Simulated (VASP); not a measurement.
# KF (Pm-3m) in VASP: further runs

The runs below take KF through single point, with r2SCAN, HSE06.

Program: VASP 6.6.1. These are calculated values, not measurements. Logs are shortened: lines on timing, memory, paths and dates and some standing lists are left out, and cuts for length are marked.

### 1 The cell of the first run

It takes space group Pm-3m (No. 221, cubic). The conventional cell has a = 3.179 Å, b = 3.179 Å, c = 3.179 Å, α = 90.00°, β = 90.00°, γ = 90.00°. K (site symmetry m-3m) has 8 F at 2.75 Å and 6 K at 3.18 Å within 3.6 Å. F (site symmetry m-3m) has 8 K at 2.75 Å and 6 F at 3.18 Å within 3.6 Å.

### 2 Single point, r2SCAN

File POSCAR:

```
KF
1.0
    3.1788706666      0.0000000000      0.0000000000
    0.0000000000      3.1788706666      0.0000000000
    0.0000000000      0.0000000000      3.1788706666
K F
1 1
Direct
    0.0000000000      0.0000000000      0.0000000000
    0.5000000000      0.5000000000      0.5000000000
```

File INCAR.step1:

```
SYSTEM = KF
PREC = Accurate
ENCUT = 520
ISMEAR = 0
SIGMA = 0.01
LREAL = .False.
LASPH = .True.
NELM = 60
NBANDS = 15
GGA = PE
ALGO = Normal
EDIFF = 1E-4
LWAVE = .True.
LCHARG = .False.
```

File INCAR.step2:

```
SYSTEM = KF
PREC = Accurate
ENCUT = 520
EDIFF = 1E-6
ISMEAR = 0
SIGMA = 0.01
LREAL = .False.
LASPH = .True.
NELM = 60
ALGO = Normal
ISIF = 2
LWAVE = .False.
LCHARG = .True.
METAGGA = R2SCAN
LMIXTAU = .True.
LELF = .True.
LVHAR = .True.
NBANDS = 15
ISTART = 1
```

File KPOINTS:

```
Automatic mesh
0
Gamma
  4 4 4
  0 0 0
```

Potentials or basis: VASP PAW PBE potentials, release 64 (K_sv, F).

Started as:

```sh
$ cat potpaw_PBE.64/K_sv/POTCAR potpaw_PBE.64/F/POTCAR > POTCAR
$ cp INCAR.step1 INCAR
$ mpirun -np 1 vasp_std > vasp.out
$ cp INCAR.step2 INCAR
$ mpirun -np 1 vasp_std > vasp.out
```

OUTCAR:

```text
SYSTEM = KF
   PREC = Accurate
   ENCUT = 520
   EDIFF = 1E-6
   ISMEAR = 0
   LREAL = .False.
   LASPH = .True.
   NELM = 60
   ISIF = 2
   METAGGA = R2SCAN
   ISTART = 1

 ion  position               nearest neighbor table
   1  0.000  0.000  0.000-   2 2.75   2 2.75   2 2.75   2 2.75   2 2.75   2 2.75   2 2.75   2 2.75

   2  0.500  0.500  0.500-   1 2.75   1 2.75   1 2.75   1 2.75   1 2.75   1 2.75   1 2.75   1 2.75

  LATTYP: Found a simple cubic cell.
 ALAT       =     3.1788706666

  Lattice vectors:

 A1 = (   3.1788706666,   0.0000000000,   0.0000000000)
 A2 = (   0.0000000000,   3.1788706666,   0.0000000000)
 A3 = (   0.0000000000,   0.0000000000,   3.1788706666)

Analysis of symmetry for initial positions (statically):
=====================================================================
 Subroutine PRICEL returns:
 Original cell was already a primitive cell.

 Routine SETGRP: Setting up the symmetry group for a
 simple cubic supercell.

 Subroutine GETGRP returns: Found 48 space group operations
 (whereof 48 operations were pure point group operations)
 out of a pool of 48 trial point group operations.

The static configuration has the point symmetry O_h .

Analysis of symmetry for dynamics (positions and initial velocities):
=====================================================================
 Subroutine PRICEL returns:
 Original cell was already a primitive cell.

 Routine SETGRP: Setting up the symmetry group for a
 simple cubic supercell.

 Subroutine GETGRP returns: Found 48 space group operations
 (whereof 48 operations were pure point group operations)
 out of a pool of 48 trial point group operations.

The dynamic configuration has the point symmetry O_h .

 Subroutine INISYM returns: Found 48 space group operations
 (whereof 48 operations are pure point group operations),
 and found     1 'primitive' translations

----------------------------------------------------------------------------------------

                                     Primitive cell

  volume of cell :      32.1232

  direct lattice vectors                    reciprocal lattice vectors
     3.178870667  0.000000000  0.000000000     0.314577127  0.000000000  0.000000000
     0.000000000  3.178870667  0.000000000     0.000000000  0.314577127  0.000000000
     0.000000000  0.000000000  3.178870667     0.000000000  0.000000000  0.314577127

  length of vectors
     3.178870667  3.178870667  3.178870667     0.314577127  0.314577127  0.314577127

  position of ions in fractional coordinates (direct lattice)
     0.000000000  0.000000000  0.000000000
     0.500000000  0.500000000  0.500000000

  ion indices of the primitive-cell ions
   primitive index   ion index
                 1           1
                 2           2

----------------------------------------------------------------------------------------

 KPOINTS: Automatic mesh

Automatic generation of k-mesh.
 Grid dimensions read from file:
 generate k-points for:    4    4    4

 Generating k-lattice:

  Cartesian coordinates                     Fractional coordinates (reciprocal lattice)
     0.078644282  0.000000000  0.000000000     0.250000000  0.000000000  0.000000000
     0.000000000  0.078644282  0.000000000     0.000000000  0.250000000  0.000000000
     0.000000000  0.000000000  0.078644282     0.000000000  0.000000000  0.250000000

  Length of vectors
     0.078644282  0.078644282  0.078644282

  Shift w.r.t. Gamma in fractional coordinates (k-lattice)
     0.000000000  0.000000000  0.000000000

 Subroutine IBZKPT returns following result:
 ===========================================

 Found     10 irreducible k-points:

 Following reciprocal coordinates:
            Coordinates               Weight
  0.000000  0.000000  0.000000      1.000000
  0.250000  0.000000  0.000000      6.000000
  0.500000  0.000000  0.000000      3.000000
  0.250000  0.250000  0.000000     12.000000
  0.500000  0.250000  0.000000     12.000000
  0.500000  0.500000  0.000000      3.000000
  0.250000  0.250000  0.250000      8.000000
  0.500000  0.250000  0.250000     12.000000
  0.500000  0.500000  0.250000      6.000000
  0.500000  0.500000  0.500000      1.000000
   k-points           NKPTS =     10   k-points in BZ     NKDIM =     10   number of bands    NBANDS=     15
   number of dos      NEDOS =    301   number of ions     NIONS =      2
   total plane-waves  NPLWV =  13824
   dimension x,y,z NGX =    24 NGY =   24 NGZ =   24
   dimension x,y,z NGXF=    48 NGYF=   48 NGZF=   48
   ions per type =               1   1
   NGX,Y,Z   is equivalent  to a cutoff of  12.55, 12.55, 12.55 a.u.
   NGXF,Y,Z  is equivalent  to a cutoff of  25.10, 25.10, 25.10 a.u.
 SYSTEM =  KF
   PREC   = accura    normal or accurate (medium, high low for compatibility)
   ISTART =      1    job   : 0-new  1-cont  2-samecut
   ICHARG =      0    charge: 1-file 2-atom 10-const
   ISPIN  =      1    spin polarized calculation?
   LNONCOLLINEAR =      F non collinear calculations
   LSORBIT =      F    spin-orbit coupling
   LASPH  =      T    aspherical Exc in radial PAW
   ENCUT  =  520.0 eV  38.22 Ry    6.18 a.u.   5.91  5.91  5.91*2*pi/ulx,y,z
   NELM   =     60;   NELMIN=  2; NELMDL=  0     # of ELM steps
   EDIFF  = 0.1E-05   stopping-criterion for ELM
   LREAL  =      F    real-space projection
   EDIFFG = 0.1E-04   stopping-criterion for IOM
   NSW    =      0    number of steps for IOM
   IBRION =     -1    ionic relax: 0-MD 1-quasi-New 2-CG
   NFREE  =      0    steps in history (QN), initial steepest desc. (CG)
   ISIF   =      2    stress and relaxation
   ISYM   =      2    0-nonsym 1-usesym 2-fastsym
   POTIM  = 0.5000    time-step for ionic-motion
   TEBEG  =    0.0;   TEEND  =   0.0 temperature during run
   PSTRESS=    0.0 pullay stress
   NELECT =      16.0000    total number of electrons
   NUPDOWN=      -1.0000    fix difference up-down
   EMIN   =  10.00;   EMAX   =-10.00  energy-range for DOS
   EFERMI =   0.00;   METHOD = LEGACY
   ISMEAR =     0;   SIGMA  =   0.01  broadening in eV -4-tet -1-fermi 0-gaus
   EFERMI_NEDOS =   21; number of points for ismear=-14 and -15
   IALGO  =     38    algorithm
   IMIX   =      4    mixing-type and parameters
     AMIX     =   0.40;   BMIX     =  1.00
     AMIX_MAG =   1.60;   BMIX_MAG =  1.00
  volume/ion in A,a.u.               =      16.06       108.39
  Fermi-wavevector in a.u.,A,eV,Ry     =   1.297703  2.452303 22.912660  1.684033
  Thomas-Fermi vector in A             =   2.429078
   LORBIT       =      0    0 simple, 1 ext, 2 COOP (PROOUT), +10 PAW based schemes
   METAGGA = R2SCAN    functional components
   LHFCALC =     F    Hartree Fock is set to
   AEXX    =    0.0000 exact exchange contribution
   IVDW    =     0    specifies the selected vdW correction
   LEPSILON=     F    determine dielectric tensor
   LRPA    =     F    only Hartree local field effects (RPA)
 non-spin polarized calculation
 Gauss-broadening in eV      SIGMA  =   0.01
  energy-cutoff  :      520.00
  volume of cell :       32.12
 maximum number of plane-waves:       912
 NGX is ok and might be reduce to    24
   NGX = 11   NGY = 11   NGZ = 11

 number of electron      15.9999985 magnetization

 Free energy of the ion-electron system (eV)
  ---------------------------------------------------
  ext. energy  EPLUGINS =         0.00000000
  ---------------------------------------------------
  free energy    TOTEN  =       -14.85953544 eV

  energy without entropy =      -14.85953544  energy(sigma->0) =      -14.85953544

 E-fermi :  -2.2114     XC(G=0):  -9.9024

 val. band max:       -2.3428326462   @ k =   0.5000   0.5000   0.0000
 cond. band min:       5.3844360985   @ k =   0.0000   0.0000   0.0000
 fundamental gap:      7.7272687447
 Fermi energy:        -2.2113886010

 k-point     1 :       0.0000    0.0000    0.0000
  band No.  band energies     occupation
      1     -30.2056      2.00000
      2     -22.4355      2.00000
      3     -12.3735      2.00000
      4     -12.3735      2.00000
      5     -12.3735      2.00000
      6      -2.3761      2.00000
      7      -2.3761      2.00000
      8      -2.3761      2.00000
      9       5.3844      0.00000
     10       6.7529      0.00000
     11       6.7529      0.00000
     12      12.8831      0.00000
     13      12.8831      0.00000
     14      12.8831      0.00000
     15      21.1678      0.00000

 k-point     2 :       0.2500    0.0000    0.0000
  band No.  band energies     occupation
      1     -30.1231      2.00000
      2     -22.4615      2.00000
      3     -12.7853      2.00000
      4     -12.3048      2.00000
      5     -12.3048      2.00000
      6      -3.0571      2.00000
      7      -2.4473      2.00000
      8      -2.4473      2.00000
      9       6.8637      0.00000
     10       7.2300      0.00000
     11       8.2814      0.00000
     12      12.0272      0.00000
     13      12.0272      0.00000
     14      13.0648      0.00000
     15      17.9584      0.00000

 k-point     3 :       0.5000    0.0000    0.0000
  band No.  band energies     occupation
      1     -30.0379      2.00000
      2     -22.4921      2.00000
      3     -13.1599      2.00000
      4     -12.2345      2.00000
      5     -12.2345      2.00000
      6      -3.6325      2.00000
      7      -2.5229      2.00000
      8      -2.5229      2.00000
      9       7.8343      0.00000
     10       8.3881      0.00000
     11      10.2971      0.00000
     12      11.3725      0.00000
     13      11.3725      0.00000
     14      13.2585      0.00000
     15      15.8081      0.00000

 k-point     4 :       0.2500    0.2500    0.0000
  band No.  band energies     occupation
      1     -30.0487      2.00000
      2     -22.4411      2.00000
      3     -12.8561      2.00000
      4     -12.7200      2.00000
      5     -12.2464      2.00000
      6      -3.0671      2.00000
      7      -2.7138      2.00000
      8      -2.4394      2.00000
      9       7.4373      0.00000
     10       8.1591      0.00000
     11       9.2217      0.00000
     12      11.1605      0.00000
     13      11.6755      0.00000
     14      12.1260      0.00000
     15      18.0222      0.00000

 k-point     5 :       0.5000    0.2500    0.0000
  band No.  band energies     occupation
      1     -29.9723      2.00000
      2     -22.4227      2.00000
      3     -13.2286      2.00000
      4     -12.7948      2.00000
      5     -12.1869      2.00000
      6      -3.2810      2.00000
      7      -2.7613      2.00000
      8      -2.4342      2.00000
      9       7.9120      0.00000
     10       8.2761      0.00000
     11      10.1014      0.00000
     12      11.0439      0.00000
     13      11.7566      0.00000
     14      12.8423      0.00000
     15      16.0808      0.00000

 k-point     6 :       0.5000    0.5000    0.0000
  band No.  band energies     occupation
      1     -29.9052      2.00000
      2     -22.3512      2.00000
      3     -13.3028      2.00000
      4     -13.3028      2.00000
      5     -12.1385      2.00000
      6      -2.9668      2.00000
      7      -2.9668      2.00000
      8      -2.3428      2.00000
      9       7.1372      0.00000
     10       7.7205      0.00000
     11      10.7187      0.00000
     12      10.7187      0.00000
     13      13.9428      0.00000
     14      13.9428      0.00000
     15      14.5255      0.00000

 k-point     7 :       0.2500    0.2500    0.2500
  band No.  band energies     occupation
      1     -29.9797      2.00000
      2     -22.4023      2.00000
      3     -12.7597      2.00000
      4     -12.7597      2.00000
      5     -12.7196      2.00000
      6      -2.8647      2.00000
      7      -2.8633      2.00000
      8      -2.8633      2.00000
      9       8.5520      0.00000
     10       9.4413      0.00000
     11       9.4413      0.00000
     12      10.6796      0.00000
     13      10.6796      0.00000
     14      11.2429      0.00000
     15      19.2953      0.00000

 k-point     8 :       0.5000    0.2500    0.2500
  band No.  band energies     occupation
      1     -29.9090      2.00000
      2     -22.3647      2.00000
      3     -13.2034      2.00000
      4     -12.7495      2.00000
      5     -12.6599      2.00000
      6      -3.2357      2.00000
      7      -3.0210      2.00000
      8      -2.6857      2.00000
      9       8.5414      0.00000
     10       9.8017      0.00000
     11       9.8607      0.00000
     12      10.2205      0.00000
     13      10.6331      0.00000
     14      13.9739      0.00000
     15      16.0596      0.00000

 k-point     9 :       0.5000    0.5000    0.2500
  band No.  band energies     occupation
      1     -29.8444      2.00000
      2     -22.3053      2.00000
      3     -13.1813      2.00000
      4     -13.1813      2.00000
      5     -12.6124      2.00000
      6      -3.2260      2.00000
      7      -3.2260      2.00000
      8      -2.9594      2.00000
      9       8.2188      0.00000
     10       9.8451      0.00000
     11       9.8451      0.00000
     12       9.9180      0.00000
     13      14.6120      0.00000
     14      14.6274      0.00000
     15      14.6274      0.00000

 k-point    10 :       0.5000    0.5000    0.5000
  band No.  band energies     occupation
      1     -29.7823      2.00000
      2     -22.2602      2.00000
      3     -13.0541      2.00000
      4     -13.0541      2.00000
      5     -13.0541      2.00000
      6      -3.4941      2.00000
      7      -3.4941      2.00000
      8      -3.4941      2.00000
      9       9.2915      0.00000
     10       9.2915      0.00000
     11       9.2915      0.00000
     12      14.7008      0.00000
     13      14.7010      0.00000
     14      14.9371      0.00000
     15      14.9371      0.00000

------------------------ aborting loop because EDIFF is reached ----------------------------------------

  FORCE on cell =-STRESS in cart. coord.  units (eV):
  Direction    XX          YY          ZZ          XY          YZ          ZX
  --------------------------------------------------------------------------------------
  -------------------------------------------------------------------------------------
  Total        0.0021802      0.0021802      0.0021802      0.0000000     -0.0000000     -0.0000000
  in kB        0.1087390      0.1087390      0.1087390      0.0000000     -0.0000000     -0.0000000
  external PRESSURE =       0.1087390 kB  Pullay stress =       0.0000000 kB

 VOLUME and BASIS-vectors are now :
 -----------------------------------------------------------------------------
  energy-cutoff  :      520.00
  volume of cell :       32.12
      direct lattice vectors                 reciprocal lattice vectors
     3.178870667  0.000000000  0.000000000     0.314577127  0.000000000  0.000000000
     0.000000000  3.178870667  0.000000000     0.000000000  0.314577127  0.000000000
     0.000000000  0.000000000  3.178870667     0.000000000  0.000000000  0.314577127

 POSITION                                       TOTAL-FORCE (eV/Angst)
 -----------------------------------------------------------------------------------
      0.00000      0.00000      0.00000         0.000000      0.000000      0.000000
      1.58944      1.58944      1.58944         0.000000      0.000000      0.000000
 -----------------------------------------------------------------------------------
    total drift:                                0.000000      0.000000     -0.000000

  FREE ENERGIE OF THE ION-ELECTRON SYSTEM (eV)
  ---------------------------------------------------
  free  energy   TOTEN  =       -14.8595354400 eV

  energy  without entropy=      -14.8595354400  energy(sigma->0) =      -14.85953544
```

Wall time 15 s (1 thread of AMD EPYC 9R45 (Zen 5), shared host); peak memory 0.11 GiB.

What came out:

```yaml
Free_energy: -14.8595 eV
Pressure: 0.0 GPa
Band_gap_on_the_k_mesh: 7.73 eV, indirect (least direct gap 7.76 eV)
```

Caveat: the k points lie up to 0.49 Å⁻¹ apart; the PAW data sets were made with another functional, which shifts forces and pressure a little.

### 3 Single point, r2SCAN

POSCAR is that of step 2.

File INCAR.step1:

```
SYSTEM = KF
  PREC = Accurate
  ENCUT = 520
  ISMEAR = 0
  SIGMA = 0.01
  LREAL = .False.
  LASPH = .True.
  NELM = 60
  NBANDS = 15
  GGA = PE
  ALGO = Normal
  EDIFF = 1E-4
  LWAVE = .True.
  LCHARG = .False.
```

File INCAR.step2:

```
SYSTEM = KF
  PREC = Accurate
  ENCUT = 520
  EDIFF = 1E-6
  ISMEAR = 0
  SIGMA = 0.01
  LREAL = .False.
  LASPH = .True.
  NELM = 60
  ALGO = Normal
  ISIF = 2
  LWAVE = .False.
  LCHARG = .False.
  METAGGA = R2SCAN
  LMIXTAU = .True.
  NBANDS = 15
  ISTART = 1
```

File KPOINTS:

```
regular mesh
0
Gamma
  6 6 6
  0 0 0
```

Potentials or basis: VASP PAW PBE potentials, release 64 (K_sv, F).

Started as:

```sh
$ cat potpaw_PBE.64/K_sv/POTCAR potpaw_PBE.64/F/POTCAR > POTCAR
$ cp INCAR.step1 INCAR
$ mpirun -np 1 vasp_std > vasp.out
$ cp INCAR.step2 INCAR
$ mpirun -np 1 vasp_std > vasp.out
```

It took 22 s on 1 thread of AMD EPYC 9R45 (Zen 5), shared host; peak memory 0.11 GiB.

It converged, with:

```yaml
Free_energy: -14.8597 eV
Pressure: 0.0 GPa
Band_gap_on_the_k_mesh: 7.73 eV, indirect (least direct gap 7.76 eV)
```

Levels at points of the mesh, in eV from the valence-band top:
```tsv
k point	band 5	band 6	band 7	band 8	band 9	band 10	band 11	band 12
(0.00, 0.00, 0.00)	-10.03	-0.03	-0.03	-0.03	7.73	9.10	9.10	15.23
(0.50, 0.00, 0.00)	-9.89	-1.29	-0.18	-0.18	10.18	10.73	12.64	13.72
(0.50, 0.50, 0.00)	-9.80	-0.62	-0.62	0.00	9.48	10.06	13.06	13.06
(0.50, 0.50, 0.50)	-10.71	-1.15	-1.15	-1.15	11.63	11.63	11.63	17.04
```

Caveat: the PAW data sets were made with another functional, which shifts forces and pressure a little.

### 4 Single point, HSE06

POSCAR is that of step 3.

File INCAR.step1:

```
  PREC = Accurate
  ENCUT = 520
  EDIFF = 1E-5
  ISMEAR = 0
  SIGMA = 0.01
  LREAL = F
  LASPH = T
  NELM = 100
  ALGO = Normal
  ISIF = 2
  LWAVE = T
  LCHARG = F
  GGA = PE
  NBANDS = 15
```

File INCAR.step2:

```
  PREC = Accurate
  ENCUT = 520
  EDIFF = 1E-7
  ISMEAR = 0
  SIGMA = 0.01
  LREAL = F
  LASPH = T
  NELM = 100
  ALGO = Normal
  ISIF = 2
  LWAVE = F
  LCHARG = F
  GGA = PE
  LHFCALC = T
  HFSCREEN = 0.2079
  PRECFOCK = Normal
  ISTART = 1
  NBANDS = 15
```

File KPOINTS:

```
regular mesh
0
Gamma
  4 4 4
```

Started as:

```sh
$ cat potpaw_PBE.64/K_sv/POTCAR potpaw_PBE.64/F/POTCAR > POTCAR
$ cp INCAR.step1 INCAR
$ mpirun -np 1 vasp_std > vasp.out
$ cp INCAR.step2 INCAR
$ mpirun -np 1 vasp_std > vasp.out
```

It took 2.5 min on 1 thread of AMD EPYC 9R45 (Zen 5), shared host; peak memory 0.21 GiB.

Results (log left out):

```yaml
Free_energy: -9.7664 eV
Pressure: 1.7 GPa
Band_gap_on_the_k_mesh: 8.90 eV, indirect (least direct gap 8.93 eV)
```

Levels at points of the mesh, in eV from the valence-band top:
```tsv
k point	band 4	band 5	band 6	band 7	band 8	band 9	band 10	band 11	band 12	band 13
(0.00, 0.00, 0.00)	-9.94	-9.94	-0.03	-0.03	-0.03	8.90	10.64	10.64	17.01	17.01
(0.50, 0.00, 0.00)	-9.79	-9.79	-1.35	-0.18	-0.18	11.80	12.13	13.86	15.41	15.41
(0.50, 0.50, 0.00)	-10.92	-9.69	-0.64	-0.64	0.00	10.94	11.51	14.69	14.69	17.52
(0.50, 0.50, 0.50)	-10.65	-10.65	-1.19	-1.19	-1.19	13.20	13.20	13.20	18.35	18.35
```

Caveat: the k points lie up to 0.49 Å⁻¹ apart; the PAW data sets were made with another functional, which shifts forces and pressure a little.

### 5 The runs side by side

```csv
level,k mesh,grid for exact exchange (PRECFOCK),screening parameter,gap on the mesh (eV),pressure (GPa)
r2SCAN,4 × 4 × 4,-,-,7.73,0.0
r2SCAN,6 × 6 × 6,-,-,7.73,0.0
HSE06,4 × 4 × 4,Normal,0.2079 1/Å,8.90,1.7
```

Alike in all rows: task single point; potentials or basis VASP PAW PBE potentials, release 64 (K_sv, F); no spin polarisation; cell as given; cutoff (eV) 520; smearing gaussian 0.01 eV.

Caveats: some runs use coarse meshes; the PAW data sets were made with another functional, which shifts forces and pressure a little.

Total energies depend on the potentials used, so only differences within one code and one set of settings carry meaning.
